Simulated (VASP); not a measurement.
A run of VASP 6.6.1 is set up as follows.

File POSCAR:

```
C
1.0
    1.2280500000     -2.1270600000      0.0000000000
    1.2280500000      2.1270600000      0.0000000000
    0.0000000000      0.0000000000      7.1732700000
C
4
Direct
    0.0833800000      0.9166200000      0.7531400000
    0.5833800000      0.4166200000      0.2468600000
    0.9166200000      0.0833800000      0.2468600000
    0.4166200000      0.5833800000      0.7531400000
```

Contents of INCAR.step1:

```
SYSTEM = C
PREC     = Accurate       ! precision mode
ENCUT    = 660            ! plane-wave cutoff, eV
ISMEAR   = 1              ! smearing method
SIGMA    = 0.1            ! smearing width, eV
LREAL    = .FALSE.        ! projectors in reciprocal space
LASPH    = .TRUE.         ! aspherical terms in the spheres
NELM     = 120            ! most SCF steps
NBANDS   = 16             ! bands
GGA      = PE             ! functional
ALGO     = Normal         ! electronic algorithm
EDIFF    = 1E-5           ! SCF threshold, eV
LWAVE    = .TRUE.         ! write WAVECAR
LCHARG   = .FALSE.        ! write CHGCAR
GGA_COMPAT= .FALSE.
```

INCAR.step2

```
SYSTEM = C
PREC     = Accurate       ! precision mode
ENCUT    = 660            ! plane-wave cutoff, eV
EDIFF    = 1E-6           ! SCF threshold, eV
ISMEAR   = 1              ! smearing method
SIGMA    = 0.1            ! smearing width, eV
LREAL    = .FALSE.        ! projectors in reciprocal space
LASPH    = .TRUE.         ! aspherical terms in the spheres
NELM     = 120            ! most SCF steps
ALGO     = Normal         ! electronic algorithm
ISIF     = 2              ! what is computed and relaxed
LWAVE    = .FALSE.        ! write WAVECAR
LCHARG   = .TRUE.         ! write CHGCAR
METAGGA  = R2SCAN         ! meta-GGA
LMIXTAU  = .TRUE.       
LELF     = .TRUE.         ! ELF
LVHAR    = .TRUE.       
NBANDS   = 16             ! bands
ISTART   = 1            
GGA_COMPAT= .FALSE.
```

KPOINTS

```
regular mesh
0
G
  10 10 3
  0 0 0
```

Potentials or basis: VASP PAW PBE potentials, release 64 (C).

Launch:

```bash
$ cat potpaw_PBE.64/C/POTCAR > POTCAR
$ cp INCAR.step1 INCAR
$ mpirun -np 1 vasp_std > vasp.out
$ cp INCAR.step2 INCAR
$ mpirun -np 1 vasp_std > vasp.out
```

Question: What does it give for the pressure?

Answer: -0.1 GPa.

Question: What does it give for the largest force?

Answer: 0.016 eV/Å.

Stress tensor (GPa, compression positive):
```
 0.23  0.00  0.00
 0.00 -0.04  0.00
 0.00  0.00 -0.52
```

Caveat: the PAW data sets were made with another functional, which shifts forces and pressure a little.
